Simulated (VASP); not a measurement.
# Rh in VASP: notebook

The runs below take Rh through single point, with PBEsol-based screened hybrid with 25 % exact exchange, PBE-based screened hybrid with 25 % exact exchange, AM05, PBE.

All numbers are computed with VASP 6.6.1; they aren't measurements. Logs are shortened: lines on timing, memory, paths and dates and some standing lists are left out, and cuts for length are marked.

**1. The cell of the first run**

The structure is hexagonal, space group P6_3/mmc (No. 194). The conventional cell has a = 2.698 Å, b = 2.698 Å, c = 4.195 Å, α = 90.00°, β = 90.00°, γ = 120.00°. Rh (site symmetry -6m2) has 12 Rh at 2.61 to 2.70 Å within 3.4 Å.

This isn't the form of Rh at room conditions, which is fcc.

**2. Single point, PBEsol-based screened hybrid with 25 % exact exchange**

The input, POSCAR:

```
Rh
1.0
    2.6975018969      0.0000000000      0.0000000000
   -1.3487509484      2.3361051695      0.0000000000
    0.0000000000      0.0000000000      4.1948766655
Rh
2
Direct
    0.3333333333      0.6666666667      0.2500000000
    0.6666666667      0.3333333333      0.7500000000
```

The input, INCAR.step1:

```
SYSTEM = Rh
  PREC = Accurate
  ENCUT = 400
  EDIFF = 1E-5
  ISMEAR = -1
  SIGMA = 0.05
  LREAL = .False.
  LASPH = .True.
  NELM = 120
  ALGO = Normal
  ISIF = 2
  LWAVE = .True.
  NBANDS = 22
  GGA = PE
  GGA_COMPAT = .False.
```

The input, INCAR.step2:

```
SYSTEM = Rh
  PREC = Accurate
  ENCUT = 400
  EDIFF = 1E-6
  ISMEAR = -1
  SIGMA = 0.05
  LREAL = .False.
  LASPH = .True.
  NELM = 120
  ALGO = Normal
  ISIF = 2
  LWAVE = .False.
  LCHARG = .True.
  GGA = PS
  LHFCALC = .True.
  AEXX = 0.25
  HFSCREEN = 0.207
  PRECFOCK = Normal
  LELF = .True.
  LVHAR = .True.
  NBANDS = 22
  ISTART = 1
  GGA_COMPAT = .False.
```

The input, KPOINTS:

```
regular mesh
0
Gamma
  6 6 3
  0 0 0
```

Potentials or basis: VASP PAW PBE potentials, release 64 (Rh_pv).

Launch:

```sh
cat potpaw_PBE.64/Rh_pv/POTCAR > POTCAR
cp INCAR.step1 INCAR
mpirun -np 1 vasp_std > vasp.out
cp INCAR.step2 INCAR
mpirun -np 1 vasp_std > vasp.out
```

OUTCAR:

```text
SYSTEM = Rh
   PREC = Accurate
   ENCUT = 400
   EDIFF = 1E-6
   ISMEAR = -1
   LREAL = .False.
   LASPH = .True.
   NELM = 120
   ISIF = 2
   GGA = PS
   LHFCALC = .True.
   AEXX = 0.25
   HFSCREEN = 0.207
   PRECFOCK = Normal
   ISTART = 1

 ion  position               nearest neighbor table
   1  0.333  0.667  0.250-   2 2.61   2 2.61   2 2.61   2 2.61   2 2.61   2 2.61
   2  0.667  0.333  0.750-   1 2.61   1 2.61   1 2.61   1 2.61   1 2.61   1 2.61

  LATTYP: Found a hexagonal cell.
 ALAT       =     2.6975018969
 C/A-ratio  =     1.5550968362

  Lattice vectors:

 A1 = (   2.6975018969,   0.0000000000,   0.0000000000)
 A2 = (  -1.3487509484,   2.3361051695,   0.0000000000)
 A3 = (   0.0000000000,   0.0000000000,   4.1948766655)

Analysis of symmetry for initial positions (statically):
=====================================================================
 Subroutine PRICEL returns:
 Original cell was already a primitive cell.

 Routine SETGRP: Setting up the symmetry group for a
 hexagonal supercell.

 Subroutine GETGRP returns: Found 24 space group operations
 (whereof 12 operations were pure point group operations)
 out of a pool of 24 trial point group operations.

The static configuration has the point symmetry D_3d.
 The point group associated with its full space group is D_6h.

Analysis of symmetry for dynamics (positions and initial velocities):
=====================================================================
 Subroutine PRICEL returns:
 Original cell was already a primitive cell.

 Routine SETGRP: Setting up the symmetry group for a
 hexagonal supercell.

 Subroutine GETGRP returns: Found 24 space group operations
 (whereof 12 operations were pure point group operations)
 out of a pool of 24 trial point group operations.

The dynamic configuration has the point symmetry D_3d.
 The point group associated with its full space group is D_6h.

 Subroutine INISYM returns: Found 24 space group operations
 (whereof 12 operations are pure point group operations),
 and found     1 'primitive' translations

----------------------------------------------------------------------------------------
[... 81 lines left out ...]
   NELM   =    120;   NELMIN=  2; NELMDL=  0     # of ELM steps
   EDIFF  = 0.1E-05   stopping-criterion for ELM
   LREAL  =      F    real-space projection
   EDIFFG = 0.1E-04   stopping-criterion for IOM
   NSW    =      0    number of steps for IOM
   IBRION =     -1    ionic relax: 0-MD 1-quasi-New 2-CG
   NFREE  =      0    steps in history (QN), initial steepest desc. (CG)
   ISIF   =      2    stress and relaxation
   ISYM   =      3    0-nonsym 1-usesym 2-fastsym
   POTIM  = 0.5000    time-step for ionic-motion
   TEBEG  =    0.0;   TEEND  =   0.0 temperature during run
   PSTRESS=    0.0 pullay stress
   NELECT =      30.0000    total number of electrons
   NUPDOWN=      -1.0000    fix difference up-down
   EMIN   =  10.00;   EMAX   =-10.00  energy-range for DOS
   EFERMI =   0.00;   METHOD = LEGACY
   ISMEAR =    -1;   SIGMA  =   0.05  broadening in eV -4-tet -1-fermi 0-gaus
   EFERMI_NEDOS =   21; number of points for ismear=-14 and -15
   IALGO  =     38    algorithm
   IMIX   =      1    mixing-type and parameters
     AMIX     =   0.40;   BMIX     =  1.00
     AMIX_MAG =   1.60;   BMIX_MAG =  1.00
  volume/ion in A,a.u.               =      13.22        89.19
  Fermi-wavevector in a.u.,A,eV,Ry     =   1.707618  3.226931 39.674048  2.915960
  Thomas-Fermi vector in A             =   2.786437
   LORBIT       =      0    0 simple, 1 ext, 2 COOP (PROOUT), +10 PAW based schemes
   GGA     = PS    functional components
   LHFCALC =     T    Hartree Fock is set to
   PRECFOCK=normal    Normal, Fast or Accurate (Low or Medium for compatibility)
   ENCUT4O =  -1.0   cutoff for four orbital integrals eV
   NKREDX  =     1    reduce k-point grid by
   NKREDY  =     1    reduce k-point grid by
   NKREDZ  =     1    reduce k-point grid by
   AEXX    =    0.2500 exact exchange contribution
   HFSCREEN=    0.2070 screening length (either q_TF or 0.3 A-1)
   HFSCREENC=   0.2070 screening length for correlation (either q_TF or 0.3 A-1)
   ENCUTFOCK=  -1.0 apply spherical cutoff to Coloumb kernel
   IVDW    =     0    specifies the selected vdW correction
   LEPSILON=     F    determine dielectric tensor
   LRPA    =     F    only Hartree local field effects (RPA)
 non-spin polarized calculation
  energy-cutoff  :      400.00
  volume of cell :       26.43
 maximum number of plane-waves:       491
 NGX is ok and might be reduce to    18
  NGX = 14; NGY = 14; NGZ = 24

 number of electron      29.9999993 magnetization

 Free energy of the ion-electron system (eV)
  ---------------------------------------------------
  ext. energy  EPLUGINS =         0.00000000
  ---------------------------------------------------
  free energy    TOTEN  =       -18.04944926 eV

  energy without entropy =      -18.02738216  energy(sigma->0) =      -18.03841571

 E-fermi :  12.0530     XC(G=0): -11.7015

 val. band max:       12.0200193167   @ k =   0.3333   0.1667   0.3333
 cond. band min:      12.1324850820   @ k =   0.3333   0.0000   0.3333
 fundamental gap:      0.1124657654
 Fermi energy:        12.0529579813

 k-point     1 :       0.0000    0.0000    0.0000
  band No.  band energies     occupation
      1     -38.4952      2.00000
      2     -37.5212      2.00000
      3     -37.5212      2.00000
      4     -37.3988      2.00000
      5     -37.3349      2.00000
      6     -37.3349      2.00000
[... 339 lines left out ...]
     21      25.0177      0.00000
     22      25.0177      0.00000

------------------------ aborting loop because EDIFF is reached ----------------------------------------

  FORCE on cell =-STRESS in cart. coord.  units (eV):
  Direction    XX          YY          ZZ          XY          YZ          ZX
  --------------------------------------------------------------------------------------
  -------------------------------------------------------------------------------------
  Total       -0.1029395     -0.1029395     -0.1148089     -0.0000000      0.0000000      0.0000000
  in kB       -6.2390617     -6.2390617     -6.9584569     -0.0000000      0.0000000      0.0000000
  external PRESSURE =      -6.4788601 kB  Pullay stress =       0.0000000 kB

 VOLUME and BASIS-vectors are now :
 -----------------------------------------------------------------------------
  energy-cutoff  :      400.00
  volume of cell :       26.43
      direct lattice vectors                 reciprocal lattice vectors
     2.697501897  0.000000000  0.000000000     0.370713363  0.214031460  0.000000000
    -1.348750948  2.336105170  0.000000000     0.000000000  0.428062920  0.000000000
     0.000000000  0.000000000  4.194876665     0.000000000  0.000000000  0.238386031

 POSITION                                       TOTAL-FORCE (eV/Angst)
 -----------------------------------------------------------------------------------
     -0.00000      1.55740      1.04872        -0.000000      0.000000      0.000000
      1.34875      0.77870      3.14616         0.000000     -0.000000     -0.000000
 -----------------------------------------------------------------------------------
    total drift:                               -0.000001      0.000001      0.000000

  FREE ENERGIE OF THE ION-ELECTRON SYSTEM (eV)
  ---------------------------------------------------
  free  energy   TOTEN  =       -18.0494492595 eV

  energy  without entropy=      -18.0273821586  energy(sigma->0) =      -18.03841571
```

Run time: 36 min. Hardware: 1 thread of Intel Xeon 8259CL, shared host; peak memory 0.24 GiB.

Results:

```
Free energy            : -18.0494 eV
Pressure               : -0.6 GPa
Band gap on the k mesh : zero (bands 15 and 16 overlap by 2.81 eV)
```

Caveat: the k points lie up to 0.50 Å⁻¹ apart, too coarse for converged energies and pressures of a metal; the PAW data sets were made with another functional, which shifts forces and pressure a little.

[end of part 1 of 2]
